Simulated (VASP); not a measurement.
# In4Ru (F-43m) in VASP: a series of runs

In4Ru is run at these levels: PBE; tasks: single point.

Program: VASP 6.6.1. These are calculated values, not measurements. Logs are shortened: lines on timing, memory, paths and dates and some standing lists are left out, and cuts for length are marked.

### Step 1. The cell of the first run

It takes space group F-43m (No. 216, cubic). The conventional cell has a = 7.779 Å, b = 7.779 Å, c = 7.779 Å, α = 90.00°, β = 90.00°, γ = 90.00°. Within 3.3 Å of In (site symmetry 3m) lie 6 In at 2.52 to 2.98 Å and 3 Ru at 3.20 Å. Ru (site symmetry -43m) has 12 In at 3.20 Å within 4.2 Å.

The cell was built from a structure type or drawn by symmetry, and may not be a known phase.

### Step 2. Single point, PBE

INCAR

```
  PREC = Accurate
  ENCUT = 520
  EDIFF = 1E-6
  ISMEAR = 0
  SIGMA = 0.1
  LREAL = False
  LASPH = True
  NELM = 60
  ALGO = Normal
  ISIF = 2
  LWAVE = False
  LCHARG = False
  GGA = PE
  NBANDS = 41
```

KPOINTS

```
regular mesh
0
Gamma
  4 4 4
```

POSCAR

```
In4Ru
1.0
    0.0000000000      3.8893807100      3.8893807100
    3.8893807100      0.0000000000      3.8893807100
    3.8893807100      3.8893807100      0.0000000000
In Ru
4 1
Direct
    0.1145396000      0.1145396000      0.1145396000
    0.1145396000      0.1145396000      0.6563811900
    0.1145396000      0.6563811900      0.1145396000
    0.6563811900      0.1145396000      0.1145396000
    0.7500000000      0.7500000000      0.7500000000
```

Potentials or basis: VASP PAW PBE potentials, release 64 (In_d, Ru_pv).

Command:

```console
cat potpaw_PBE.64/In_d/POTCAR potpaw_PBE.64/Ru_pv/POTCAR > POTCAR
mpirun -np 1 vasp_std > vasp.out
```

OUTCAR:

```text
PREC = Accurate
   ENCUT = 520
   EDIFF = 1E-6
   ISMEAR = 0
   LREAL = False
   LASPH = True
   NELM = 60
   ISIF = 2
   GGA = PE

 ion  position               nearest neighbor table
   1  0.115  0.115  0.115-   2 2.52   3 2.52   4 2.52   4 2.98   3 2.98   2 2.98   5 3.20   5 3.20
                             5 3.20
   2  0.115  0.115  0.656-   1 2.52   3 2.52   4 2.52   3 2.98   4 2.98   1 2.98   5 3.20   5 3.20
                             5 3.20
   3  0.115  0.656  0.115-   1 2.52   2 2.52   4 2.52   4 2.98   2 2.98   1 2.98   5 3.20   5 3.20
                             5 3.20
   4  0.656  0.115  0.115-   1 2.52   2 2.52   3 2.52   3 2.98   2 2.98   1 2.98   5 3.20   5 3.20
                             5 3.20
   5  0.750  0.750  0.750-   2 3.20   3 3.20   4 3.20   1 3.20   1 3.20   1 3.20   3 3.20   2 3.20
                             4 3.20   4 3.20   2 3.20   3 3.20

  LATTYP: Found a face centered cubic cell.
 ALAT       =     7.7787614200

  Lattice vectors:

 A1 = (   0.0000000000,   3.8893807100,   3.8893807100)
 A2 = (   3.8893807100,   0.0000000000,   3.8893807100)
 A3 = (   3.8893807100,   3.8893807100,   0.0000000000)

Analysis of symmetry for initial positions (statically):
=====================================================================
 Subroutine PRICEL returns:
 Original cell was already a primitive cell.

 Routine SETGRP: Setting up the symmetry group for a
 face centered cubic supercell.

 Subroutine GETGRP returns: Found 24 space group operations
 (whereof 24 operations were pure point group operations)
 out of a pool of 48 trial point group operations.

The static configuration has the point symmetry T_d .

Analysis of symmetry for dynamics (positions and initial velocities):
=====================================================================
 Subroutine PRICEL returns:
 Original cell was already a primitive cell.

 Routine SETGRP: Setting up the symmetry group for a
 face centered cubic supercell.

 Subroutine GETGRP returns: Found 24 space group operations
 (whereof 24 operations were pure point group operations)
 out of a pool of 48 trial point group operations.

The dynamic configuration has the point symmetry T_d .

 Subroutine INISYM returns: Found 24 space group operations
 (whereof 24 operations are pure point group operations),
 and found     1 'primitive' translations

----------------------------------------------------------------------------------------

                                     Primitive cell

  volume of cell :     117.6715

  direct lattice vectors                    reciprocal lattice vectors
     0.000000000  3.889380710  3.889380710    -0.128555170  0.128555170  0.128555170
     3.889380710  0.000000000  3.889380710     0.128555170 -0.128555170  0.128555170
     3.889380710  3.889380710  0.000000000     0.128555170  0.128555170 -0.128555170

  length of vectors
     5.500414949  5.500414949  5.500414949     0.222664087  0.222664087  0.222664087

  position of ions in fractional coordinates (direct lattice)
     0.114539600  0.114539600  0.114539600
     0.114539600  0.114539600  0.656381190
     0.114539600  0.656381190  0.114539600
     0.656381190  0.114539600  0.114539600
     0.750000000  0.750000000  0.750000000

  ion indices of the primitive-cell ions
   primitive index   ion index
                 1           1
                 2           2
                 3           3
                 4           4
                 5           5

----------------------------------------------------------------------------------------

 KPOINTS: regular mesh

Automatic generation of k-mesh.
 Grid dimensions read from file:
 generate k-points for:    4    4    4

 Generating k-lattice:

  Cartesian coordinates                     Fractional coordinates (reciprocal lattice)
    -0.032138793  0.032138793  0.032138793     0.250000000  0.000000000  0.000000000
     0.032138793 -0.032138793  0.032138793     0.000000000  0.250000000  0.000000000
     0.032138793  0.032138793 -0.032138793     0.000000000  0.000000000  0.250000000

  Length of vectors
     0.055666022  0.055666022  0.055666022

  Shift w.r.t. Gamma in fractional coordinates (k-lattice)
     0.000000000  0.000000000  0.000000000

 Subroutine IBZKPT returns following result:
 ===========================================

 Found      8 irreducible k-points:

 Following reciprocal coordinates:
            Coordinates               Weight
  0.000000  0.000000  0.000000      1.000000
  0.250000  0.000000  0.000000      8.000000
  0.500000  0.000000  0.000000      4.000000
  0.250000  0.250000  0.000000      6.000000
  0.500000  0.250000  0.000000     24.000000
 -0.250000  0.250000  0.000000     12.000000
  0.500000  0.500000  0.000000      3.000000
 -0.250000  0.500000  0.250000      6.000000
   k-points           NKPTS =      8   k-points in BZ     NKDIM =      8   number of bands    NBANDS=     41
   number of dos      NEDOS =    301   number of ions     NIONS =      5
   total plane-waves  NPLWV =  74088
   dimension x,y,z NGX =    42 NGY =   42 NGZ =   42
   dimension x,y,z NGXF=    84 NGYF=   84 NGZF=   84
   ions per type =               4   1
   NGX,Y,Z   is equivalent  to a cutoff of  12.69, 12.69, 12.69 a.u.
   NGXF,Y,Z  is equivalent  to a cutoff of  25.39, 25.39, 25.39 a.u.
 SYSTEM =  unknown system
   PREC   = accura    normal or accurate (medium, high low for compatibility)
   ISTART =      0    job   : 0-new  1-cont  2-samecut
   ICHARG =      2    charge: 1-file 2-atom 10-const
   ISPIN  =      1    spin polarized calculation?
   LNONCOLLINEAR =      F non collinear calculations
   LSORBIT =      F    spin-orbit coupling
   LASPH  =      T    aspherical Exc in radial PAW
   ENCUT  =  520.0 eV  38.22 Ry    6.18 a.u.  10.23 10.23 10.23*2*pi/ulx,y,z
   NELM   =     60;   NELMIN=  2; NELMDL= -5     # of ELM steps
   EDIFF  = 0.1E-05   stopping-criterion for ELM
   LREAL  =      F    real-space projection
   EDIFFG = 0.1E-04   stopping-criterion for IOM
   NSW    =      0    number of steps for IOM
   IBRION =     -1    ionic relax: 0-MD 1-quasi-New 2-CG
   NFREE  =      0    steps in history (QN), initial steepest desc. (CG)
   ISIF   =      2    stress and relaxation
   ISYM   =      2    0-nonsym 1-usesym 2-fastsym
   POTIM  = 0.5000    time-step for ionic-motion
   TEBEG  =    0.0;   TEEND  =   0.0 temperature during run
   PSTRESS=    0.0 pullay stress
   NELECT =      66.0000    total number of electrons
   NUPDOWN=      -1.0000    fix difference up-down
   EMIN   =  10.00;   EMAX   =-10.00  energy-range for DOS
   EFERMI =   0.00;   METHOD = LEGACY
   ISMEAR =     0;   SIGMA  =   0.10  broadening in eV -4-tet -1-fermi 0-gaus
   EFERMI_NEDOS =   21; number of points for ismear=-14 and -15
   IALGO  =     38    algorithm
   IMIX   =      4    mixing-type and parameters
     AMIX     =   0.40;   BMIX     =  1.00
     AMIX_MAG =   1.60;   BMIX_MAG =  1.00
  volume/ion in A,a.u.               =      23.53       158.82
  Fermi-wavevector in a.u.,A,eV,Ry     =   1.350099  2.551318 24.800263  1.822768
  Thomas-Fermi vector in A             =   2.477632
   LORBIT       =      0    0 simple, 1 ext, 2 COOP (PROOUT), +10 PAW based schemes
   GGA     = PE    functional components
   LHFCALC =     F    Hartree Fock is set to
   AEXX    =    0.0000 exact exchange contribution
   IVDW    =     0    specifies the selected vdW correction
   LEPSILON=     F    determine dielectric tensor
   LRPA    =     F    only Hartree local field effects (RPA)
 non-spin polarized calculation
 Gauss-broadening in eV      SIGMA  =   0.10
  energy-cutoff  :      520.00
  volume of cell :      117.67
 maximum number of plane-waves:      3218
 NGX is ok and might be reduce to    42
   NGX = 21   NGY = 21   NGZ = 21

 number of electron      65.9999990 magnetization

 Free energy of the ion-electron system (eV)
  ---------------------------------------------------
  ext. energy  EPLUGINS =         0.00000000
  ---------------------------------------------------
  free energy    TOTEN  =       -13.66129845 eV

  energy without entropy =      -13.65578123  energy(sigma->0) =      -13.65853984

 E-fermi :   7.9722     XC(G=0): -10.4842

 val. band max:        7.8921751924   @ k =  -0.2500   0.5000   0.2500
 cond. band min:       8.0316581891   @ k =   0.5000   0.5000   0.0000
 fundamental gap:      0.1394829968
 Fermi energy:         7.9721945449

 k-point     1 :       0.0000    0.0000    0.0000
  band No.  band energies     occupation
      1     -33.7662      2.00000
      2     -33.7662      2.00000
      3     -33.7662      2.00000
      4      -9.1587      2.00000
      5      -8.3591      2.00000
      6      -8.3591      2.00000
[... 33 lines left out ...]
     40      12.8608      0.00000
     41      12.8608      0.00000

 k-point     2 :       0.2500    0.0000    0.0000
  band No.  band energies     occupation
      1     -33.7663      2.00000
      2     -33.7662      2.00000
      3     -33.7662      2.00000
      4      -9.0456      2.00000
      5      -8.3192      2.00000
      6      -8.2856      2.00000
[... 33 lines left out ...]
     40      12.6405      0.00000
     41      14.4209      0.00000

 k-point     3 :       0.5000    0.0000    0.0000
  band No.  band energies     occupation
      1     -33.7663      2.00000
      2     -33.7662      2.00000
      3     -33.7662      2.00000
      4      -8.9248      2.00000
      5      -8.2511      2.00000
      6      -8.2401      2.00000
[... 33 lines left out ...]
     40      12.3368      0.00000
     41      12.3368      0.00000

 k-point     4 :       0.2500    0.2500    0.0000
  band No.  band energies     occupation
      1     -33.7663      2.00000
      2     -33.7662      2.00000
      3     -33.7662      2.00000
      4      -9.0008      2.00000
      5      -8.3299      2.00000
      6      -8.2271      2.00000
[... 33 lines left out ...]
     40      13.7688      0.00000
     41      13.8664      0.00000

 k-point     5 :       0.5000    0.2500    0.0000
  band No.  band energies     occupation
      1     -33.7663      2.00000
      2     -33.7662      2.00000
      3     -33.7662      2.00000
      4      -8.8615      2.00000
      5      -8.2669      2.00000
      6      -8.1852      2.00000
[... 33 lines left out ...]
     40      12.9586      0.00000
     41      13.4545      0.00000

 k-point     6 :      -0.2500    0.2500    0.0000
  band No.  band energies     occupation
      1     -33.7663      2.00000
      2     -33.7662      2.00000
      3     -33.7662      2.00000
      4      -8.9122      2.00000
      5      -8.2634      2.00000
      6      -8.2412      2.00000
[... 33 lines left out ...]
     40      13.2690      0.00000
     41      13.6752      0.00000

 k-point     7 :       0.5000    0.5000    0.0000
  band No.  band energies     occupation
      1     -33.7663      2.00000
      2     -33.7662      2.00000
      3     -33.7662      2.00000
      4      -8.8063      2.00000
      5      -8.3019      2.00000
      6      -8.0952      2.00000
[... 33 lines left out ...]
     40      13.1479      0.00000
     41      13.1479      0.00000

 k-point     8 :      -0.2500    0.5000    0.2500
  band No.  band energies     occupation
      1     -33.7663      2.00000
      2     -33.7662      2.00000
      3     -33.7662      2.00000
      4      -8.8001      2.00000
      5      -8.2255      2.00000
      6      -8.1540      2.00000
[... 33 lines left out ...]
     40      13.3193      0.00000
     41      15.1343      0.00000

------------------------ aborting loop because EDIFF is reached ----------------------------------------

  FORCE on cell =-STRESS in cart. coord.  units (eV):
  Direction    XX          YY          ZZ          XY          YZ          ZX
  --------------------------------------------------------------------------------------
  -------------------------------------------------------------------------------------
  Total        9.6978377      9.6978377      9.6978377      0.0000000      0.0000000      0.0000000
  in kB      132.0426198    132.0426198    132.0426198      0.0000000      0.0000000      0.0000000
  external PRESSURE =     132.0426198 kB  Pullay stress =       0.0000000 kB

 VOLUME and BASIS-vectors are now :
 -----------------------------------------------------------------------------
  energy-cutoff  :      520.00
  volume of cell :      117.67
      direct lattice vectors                 reciprocal lattice vectors
     0.000000000  3.889380710  3.889380710    -0.128555170  0.128555170  0.128555170
     3.889380710  0.000000000  3.889380710     0.128555170 -0.128555170  0.128555170
     3.889380710  3.889380710  0.000000000     0.128555170  0.128555170 -0.128555170

 POSITION                                       TOTAL-FORCE (eV/Angst)
 -----------------------------------------------------------------------------------
      0.89098      0.89098      0.89098         3.923441      3.923441      3.923441
      2.99840      2.99840      0.89098        -3.923441     -3.923441      3.923441
      2.99840      0.89098      2.99840        -3.923441      3.923441     -3.923441
      0.89098      2.99840      2.99840         3.923441     -3.923441     -3.923441
      5.83407      5.83407      5.83407        -0.000000     -0.000000      0.000000
 -----------------------------------------------------------------------------------
    total drift:                                0.000026      0.000026      0.000026

  FREE ENERGIE OF THE ION-ELECTRON SYSTEM (eV)
  ---------------------------------------------------
  free  energy   TOTEN  =       -13.6612984493 eV

  energy  without entropy=      -13.6557812262  energy(sigma->0) =      -13.65853984
```

It took 26 s on 1 thread of Intel Xeon 6975P-C (Granite Rapids), shared host; peak memory 0.25 GiB.

What came out:

```
Free energy   : -13.6613 eV
Pressure      : 13.2 GPa
Largest force : 6.796 eV/Å
```

Forces in eV/Å, atoms in the order of the input:
```
In   3.923  3.923  3.923
In  -3.923 -3.923  3.923
In  -3.923  3.923 -3.923
In   3.923 -3.923 -3.923
Ru   0.000  0.000  0.000
```

Caveat: the cell stands under pressure; spin-orbit coupling is left out, which moves the levels of the heavy elements; forces of over 1 eV/Å act on the atoms, so gaps and moduli don't describe the material at rest.

### Step 3. Single point, PBE

This run uses another cell than the first one, of 26.21 Å³/atom.

INCAR

```
SYSTEM = In4Ru
  PREC = Accurate
  ENCUT = 520
  EDIFF = 1E-6
  ISMEAR = 0
  SIGMA = 0.1
  LREAL = .FALSE.
  LASPH = .TRUE.
  NELM = 100
  ALGO = Normal
  ISIF = 2
  LWAVE = .FALSE.
  LCHARG = .FALSE.
  GGA = PE
  NBANDS = 41
```

KPOINTS

```
Automatic mesh
0
G
  4 4 4
  0 0 0
```

POSCAR

```
In4Ru
1.0
    0.0000000000      4.0313356724      4.0313356724
    4.0313356724      0.0000000000      4.0313356724
    4.0313356724      4.0313356724      0.0000000000
In Ru
4 1
Direct
    0.1249081663      0.1249081663      0.1249081663
    0.1249081663      0.1249081663      0.6252755012
    0.1249081663      0.6252755012      0.1249081663
    0.6252755012      0.1249081663      0.1249081663
    0.7500000000      0.7500000000      0.7500000000
```

Potentials or basis: VASP PAW PBE potentials, release 64 (In_d, Ru_pv).

Command:

```console
cat potpaw_PBE.64/In_d/POTCAR potpaw_PBE.64/Ru_pv/POTCAR > POTCAR
mpirun -np 1 vasp_std > vasp.out
```

Wall time 26 s (1 thread of Intel Xeon 6975P-C (Granite Rapids), shared host); peak memory 0.26 GiB.

It converged, with:

```yaml
Free_energy: -15.7543 eV
Pressure: -0.1 GPa
Largest_force: 0.017 eV/Å
Band_gap_on_the_k_mesh: 0.31 eV (least direct gap 0.35 eV)
```

Forces on the atoms (eV/Å):
```
In  -0.010 -0.010 -0.010
In   0.010  0.010 -0.010
In   0.010 -0.010  0.010
In  -0.010  0.010  0.010
Ru   0.000  0.000  0.000
```

Levels at points of the mesh, in eV from the valence-band top:
| k point | band 31 | band 32 | band 33 | band 34 | band 35 | band 36 |
| --- | --- | --- | --- | --- | --- | --- |
| (0.00, 0.00, 0.00) | -1.64 | -1.46 | -1.46 | 0.83 | 0.83 | 0.83 |
| (0.50, 0.00, 0.00) | -0.43 | -0.39 | -0.39 | 0.52 | 0.52 | 2.54 |
| (0.50, 0.50, 0.00) | -0.57 | -0.57 | -0.41 | 0.31 | 3.83 | 3.84 |

Caveat: spin-orbit coupling is left out, which moves the levels of the heavy elements.
